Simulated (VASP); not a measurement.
# CdS (F-43m) in VASP: relaxation of cell and atoms with PBEsol

Aim: the relaxation of cell and atoms of CdS with PBEsol.

Everything below comes from runs of VASP 6.6.1. Logs are shortened: lines on timing, memory, paths and dates and some standing lists are left out, and cuts for length are marked.

## (1) The cell of the first run

Symmetry: F-43m, No. 216, cubic system. The conventional cell has a = 5.825 Å, b = 5.825 Å, c = 5.825 Å, α = 90.00°, β = 90.00°, γ = 90.00°. Within 3.3 Å of Cd (site symmetry -43m) lie 4 S at 2.52 Å. S (site symmetry -43m) has 4 Cd at 2.52 Å within 3.3 Å.

## (2) Relaxation of cell and atoms, PBEsol, target pressure 15 GPa, at which the enthalpy is minimised

INCAR reads:

```
PREC = Accurate
ENCUT = 600
EDIFF = 1E-6
ISMEAR = 0
SIGMA = 0.01
LREAL = F
LASPH = T
NELM = 100
ALGO = Normal
ISIF = 3
LWAVE = F
LCHARG = F
GGA = PS
IBRION = 2
NSW = 100
EDIFFG = -0.002
PSTRESS = 150.0
```

KPOINTS reads:

```
regular mesh
0
Gamma
  8 8 8
```

POSCAR reads:

```
CdS
1.0
    2.9122860629      2.9122860629      0.0000000000
   -2.9122860629      2.9122860629      0.0000000000
    0.0000000000      2.9122860629      2.9122860629
Cd S
1 1
Direct
    0.0000000000      0.0000000000      0.0000000000
    0.7500000000      0.2500000000      0.5000000000
```

Potentials or basis: VASP PAW PBE potentials, release 64 (Cd, S).

Started as:

```sh
$ cat potpaw_PBE.64/Cd/POTCAR potpaw_PBE.64/S/POTCAR > POTCAR
$ mpirun -np 1 vasp_std > vasp.out
```

OUTCAR:

```text
PREC = Accurate
   ENCUT = 600
   EDIFF = 1E-6
   ISMEAR = 0
   LREAL = F
   LASPH = T
   NELM = 100
   ISIF = 3
   GGA = PS
   IBRION = 2
   NSW = 100
   EDIFFG = -0.002
   PSTRESS = 150.0

 ion  position               nearest neighbor table
   1  0.000  0.000  0.000-   2 2.52   2 2.52   2 2.52   2 2.52
   2  0.750  0.250  0.500-   1 2.52   1 2.52   1 2.52   1 2.52

  LATTYP: Found a face centered cubic cell.
 ALAT       =     5.8245721258

  Lattice vectors:

 A1 = (   0.0000000000,   2.9122860629,   2.9122860629)
 A2 = (   2.9122860629,   0.0000000000,   2.9122860629)
 A3 = (   2.9122860629,   2.9122860629,   0.0000000000)

Analysis of symmetry for initial positions (statically):
=====================================================================
 Subroutine PRICEL returns:
 Original cell was already a primitive cell.

 Routine SETGRP: Setting up the symmetry group for a
 face centered cubic supercell.

 Subroutine GETGRP returns: Found 24 space group operations
 (whereof 24 operations were pure point group operations)
 out of a pool of 48 trial point group operations.

The static configuration has the point symmetry T_d .

Analysis of symmetry for dynamics (positions and initial velocities):
=====================================================================
 Subroutine PRICEL returns:
 Original cell was already a primitive cell.

 Routine SETGRP: Setting up the symmetry group for a
 face centered cubic supercell.

 Subroutine GETGRP returns: Found 24 space group operations
 (whereof 24 operations were pure point group operations)
 out of a pool of 48 trial point group operations.

The dynamic configuration has the point symmetry T_d .

 Subroutine INISYM returns: Found 24 space group operations
 (whereof 24 operations are pure point group operations),
 and found     1 'primitive' translations

----------------------------------------------------------------------------------------

                                     Primitive cell

  volume of cell :      49.4006

  direct lattice vectors                    reciprocal lattice vectors
     2.912286063  2.912286063  0.000000000     0.171686431  0.171686431 -0.171686431
    -2.912286063  2.912286063  0.000000000    -0.171686431  0.171686431 -0.171686431
     0.000000000  2.912286063  2.912286063     0.000000000  0.000000000  0.343372862

  length of vectors
     4.118594448  4.118594448  4.118594448     0.297369621  0.297369621  0.343372862

  position of ions in fractional coordinates (direct lattice)
     0.000000000  0.000000000  0.000000000
     0.750000000  0.250000000  0.500000000

  ion indices of the primitive-cell ions
   primitive index   ion index
                 1           1
                 2           2

----------------------------------------------------------------------------------------

 KPOINTS: regular mesh

Automatic generation of k-mesh.
 Grid dimensions read from file:
 generate k-points for:    8    8    8

 Generating k-lattice:

  Cartesian coordinates                     Fractional coordinates (reciprocal lattice)
     0.021460804  0.021460804 -0.021460804     0.125000000  0.000000000  0.000000000
    -0.021460804  0.021460804 -0.021460804     0.000000000  0.125000000  0.000000000
     0.000000000  0.000000000  0.042921608     0.000000000  0.000000000  0.125000000

  Length of vectors
     0.037171203  0.037171203  0.042921608

  Shift w.r.t. Gamma in fractional coordinates (k-lattice)
     0.000000000  0.000000000  0.000000000

 Subroutine IBZKPT returns following result:
 ===========================================

 Found     29 irreducible k-points:

 Following reciprocal coordinates:
            Coordinates               Weight
  0.000000  0.000000  0.000000      1.000000
  0.125000  0.000000  0.000000      8.000000
  0.250000  0.000000  0.000000      8.000000
  0.375000  0.000000  0.000000      8.000000
  0.500000  0.000000  0.000000      4.000000
  0.125000  0.125000  0.000000     12.000000
[... 16 lines left out ...]
  0.375000  0.250000  0.125000     48.000000
  0.500000  0.250000  0.125000     24.000000
 [... further k-points ...]
   k-points           NKPTS =     29   k-points in BZ     NKDIM =     29   number of bands    NBANDS=     13
   number of dos      NEDOS =    301   number of ions     NIONS =      2
   total plane-waves  NPLWV =  46656
   dimension x,y,z NGX =    36 NGY =   36 NGZ =   36
   dimension x,y,z NGXF=    72 NGYF=   72 NGZF=   72
   ions per type =               1   1
   NGX,Y,Z   is equivalent  to a cutoff of  14.53, 14.53, 14.53 a.u.
   NGXF,Y,Z  is equivalent  to a cutoff of  29.06, 29.06, 29.06 a.u.
 SYSTEM =  unknown system
   PREC   = accura    normal or accurate (medium, high low for compatibility)
   ISTART =      0    job   : 0-new  1-cont  2-samecut
   ICHARG =      2    charge: 1-file 2-atom 10-const
   ISPIN  =      1    spin polarized calculation?
   LNONCOLLINEAR =      F non collinear calculations
   LSORBIT =      F    spin-orbit coupling
   LASPH  =      T    aspherical Exc in radial PAW
   ENCUT  =  600.0 eV  44.10 Ry    6.64 a.u.   8.23  8.23  8.23*2*pi/ulx,y,z
   NELM   =    100;   NELMIN=  2; NELMDL= -5     # of ELM steps
   EDIFF  = 0.1E-05   stopping-criterion for ELM
   LREAL  =      F    real-space projection
   EDIFFG = -.2E-02   stopping-criterion for IOM
   NSW    =    100    number of steps for IOM
   IBRION =      2    ionic relax: 0-MD 1-quasi-New 2-CG
   NFREE  =      1    steps in history (QN), initial steepest desc. (CG)
   ISIF   =      3    stress and relaxation
   ISYM   =      2    0-nonsym 1-usesym 2-fastsym
   POTIM  = 0.5000    time-step for ionic-motion
   TEBEG  =    0.0;   TEEND  =   0.0 temperature during run
   PSTRESS=  150.0 pullay stress
   NELECT =      18.0000    total number of electrons
   NUPDOWN=      -1.0000    fix difference up-down
   EMIN   =  10.00;   EMAX   =-10.00  energy-range for DOS
   EFERMI =   0.00;   METHOD = LEGACY
   ISMEAR =     0;   SIGMA  =   0.01  broadening in eV -4-tet -1-fermi 0-gaus
   EFERMI_NEDOS =   21; number of points for ismear=-14 and -15
   IALGO  =     38    algorithm
   IMIX   =      4    mixing-type and parameters
     AMIX     =   0.40;   BMIX     =  1.00
     AMIX_MAG =   1.60;   BMIX_MAG =  1.00
  volume/ion in A,a.u.               =      24.70       166.69
  Fermi-wavevector in a.u.,A,eV,Ry     =   1.169288  2.209635 18.602366  1.367235
  Thomas-Fermi vector in A             =   2.305763
   LORBIT       =      0    0 simple, 1 ext, 2 COOP (PROOUT), +10 PAW based schemes
   GGA     = PS    functional components
   LHFCALC =     F    Hartree Fock is set to
   AEXX    =    0.0000 exact exchange contribution
   IVDW    =     0    specifies the selected vdW correction
   LEPSILON=     F    determine dielectric tensor
   LRPA    =     F    only Hartree local field effects (RPA)
 conjugate gradient relaxation of ions
 non-spin polarized calculation
 Gauss-broadening in eV      SIGMA  =   0.01
  energy-cutoff  :      600.00
  volume of cell :       49.40
 maximum number of plane-waves:      1676
 NGX is ok and might be reduce to    36
   NGX = 17   NGY = 17   NGZ = 17

--------------------------------------- Ionic step        1  -------------------------------------------

 number of electron      18.0000000 magnetization

 Free energy of the ion-electron system (eV)
  ---------------------------------------------------
  ext. energy  EPLUGINS =         0.00000000
  ---------------------------------------------------
  free energy    TOTEN  =        -6.81328351 eV

  energy without entropy =       -6.81328351  energy(sigma->0) =       -6.81328351

 E-fermi :   1.3449     XC(G=0):  -9.3988

 val. band max:        1.2488364622   @ k =   0.0000   0.0000   0.0000
 cond. band min:       2.2661673468   @ k =   0.0000   0.0000   0.0000
 fundamental gap:      1.0173308845
 Fermi energy:         1.3448653911

 k-point     1 :       0.0000    0.0000    0.0000
  band No.  band energies     occupation
      1     -11.1626      2.00000
      2      -6.4971      2.00000
      3      -6.4971      2.00000
      4      -6.4971      2.00000
      5      -6.0030      2.00000
      6      -6.0030      2.00000
      7       1.2488      2.00000
      8       1.2488      2.00000
      9       1.2488      2.00000
     10       2.2662      0.00000
     11       7.6927      0.00000
     12       7.6927      0.00000
     13       7.6927      0.00000
[... 859 lines left out ...]
 POSITION                                       TOTAL-FORCE (eV/Angst)
 -----------------------------------------------------------------------------------
     -0.00000      0.00000      0.00000        -0.000000      0.000000      0.000000
      1.38344      4.15033      1.38344         0.000000     -0.000000      0.000000
 -----------------------------------------------------------------------------------
    total drift:                               -0.000000     -0.000000      0.000000

  FREE ENERGIE OF THE ION-ELECTRON SYSTEM (eV)
  ---------------------------------------------------
  free  energy   TOTEN  =        -6.5348120157 eV

  energy  without entropy=       -6.5348120157  energy(sigma->0) =       -6.53481202

  enthalpy is  TOTEN    =        -2.5685224721 eV   P V=        3.9662895436

[... ionic steps 4 to 7 ...]

--------------------------------------- Ionic step        8  -------------------------------------------

 number of electron      18.0000002 magnetization

------------------------ aborting loop because EDIFF is reached ----------------------------------------

  FORCE on cell =-STRESS in cart. coord.  units (eV):
  Direction    XX          YY          ZZ          XY          YZ          ZX
  --------------------------------------------------------------------------------------
  -------------------------------------------------------------------------------------
  Total        3.9359275      3.9359275      3.9359275      0.0000000     -0.0000000      0.0000000
  in kB      149.8099873    149.8099873    149.8099873      0.0000000     -0.0000000      0.0000000
  external PRESSURE =      -0.1900127 kB  Pullay stress =     150.0000000 kB

 VOLUME and BASIS-vectors are now :
 -----------------------------------------------------------------------------
  energy-cutoff  :      600.00
  volume of cell :       42.09
      direct lattice vectors                 reciprocal lattice vectors
     2.760973921  2.760973921  0.000000000     0.181095517  0.181095517 -0.181095517
    -2.760973921  2.760973921 -0.000000000    -0.181095517  0.181095517 -0.181095517
    -0.000000000  2.760973921  2.760973921    -0.000000000  0.000000000  0.362191034
[... 46 lines left out ...]
  FREE ENERGIE OF THE ION-ELECTRON SYSTEM (eV)
  ---------------------------------------------------
  free  energy   TOTEN  =        -6.5098019936 eV

  energy  without entropy=       -6.5098019936  energy(sigma->0) =       -6.50980199

  enthalpy is  TOTEN    =        -2.5692572621 eV   P V=        3.9405447315

--------------------------------------- Ionic step       10  -------------------------------------------

 number of electron      18.0000002 magnetization

 Free energy of the ion-electron system (eV)
  ---------------------------------------------------
  ext. energy  EPLUGINS =         0.00000000
  ---------------------------------------------------
  free energy    TOTEN  =        -6.50937038 eV

  energy without entropy =       -6.50937038  energy(sigma->0) =       -6.50937038

 E-fermi :   2.8842     XC(G=0): -10.1738

 val. band max:        2.8047746326   @ k =   0.0000   0.0000   0.0000
 cond. band min:       4.1331324701   @ k =   0.0000   0.0000   0.0000
 fundamental gap:      1.3283578376
 Fermi energy:         2.8841692960

 k-point     1 :       0.0000    0.0000    0.0000
  band No.  band energies     occupation
      1     -10.7646      2.00000
      2      -5.7332      2.00000
      3      -5.7332      2.00000
      4      -5.7332      2.00000
      5      -4.9828      2.00000
      6      -4.9828      2.00000
      7       2.8048      2.00000
      8       2.8048      2.00000
      9       2.8048      2.00000
     10       4.1331      0.00000
     11       9.1267      0.00000
     12       9.1267      0.00000
     13       9.1267      0.00000
[... 390 lines left out ...]
 POSITION                                       TOTAL-FORCE (eV/Angst)
 -----------------------------------------------------------------------------------
      0.00000      0.00000      0.00000         0.000000      0.000000     -0.000000
      1.38039      4.14118      1.38039        -0.000000      0.000000      0.000000
 -----------------------------------------------------------------------------------
    total drift:                               -0.000000     -0.000000      0.000000

  FREE ENERGIE OF THE ION-ELECTRON SYSTEM (eV)
  ---------------------------------------------------
  free  energy   TOTEN  =        -6.5093703825 eV

  energy  without entropy=       -6.5093703825  energy(sigma->0) =       -6.50937038

  enthalpy is  TOTEN    =        -2.5692577093 eV   P V=        3.9401126732

 reached required accuracy - stopping structural energy minimisation
```

Run time: 2.8 min. Hardware: 1 thread of Intel Xeon 8259CL, shared host; peak memory 0.22 GiB.

What came out:

```yaml
Free_energy: -6.5094 eV
Relaxed_volume: 21.04 Å³/atom
Relaxed_cell: a = 3.904 Å, b = 3.904 Å, c = 3.904 Å, α = 60.00°, β = 60.00°, γ = 90.00°
Space_group_after_relaxing_to_0.1_Å: F-43m (No. 216)
Energy_change_on_relaxing_the_run_minimises_the_enthalpy: +152.0 meV/atom
Ionic_steps: 10
Pressure_after_relaxing: 15.0 GPa
Band_gap_on_the_k_mesh: 1.33 eV
```

The path:
```csv
step,energy change (eV),largest force (eV/Å),pressure (GPa),volume (Å³)
1,0.0000,0.0000,0.36,49.40
2,1.6106,0.0000,48.56,34.96
3,0.2785,0.0000,14.16,42.36
4,0.2994,0.0000,14.85,42.13
5,0.3123,0.0000,15.30,42.00
6,0.2925,0.0000,14.62,42.21
7,0.3043,0.0000,15.04,42.08
8,0.3031,0.0000,14.98,42.09
9,0.3035,0.0000,14.98,42.09
10,0.3039,0.0000,14.99,42.09
```

Final structure:
```xyz
2
Lattice="2.7608 2.7608 0.0000 -2.7608 2.7608 0.0000 0.0000 2.7608 2.7608" Properties=species:S:1:pos:R:3 pbc="T T T"
Cd    0.0000    0.0000    0.0000
S     1.3804    4.1412    1.3804
```

Caveat: the cell is relaxed towards a set pressure, so the run minimises the enthalpy, not the energy; the PAW data sets were made with another functional, which shifts forces and pressure a little.
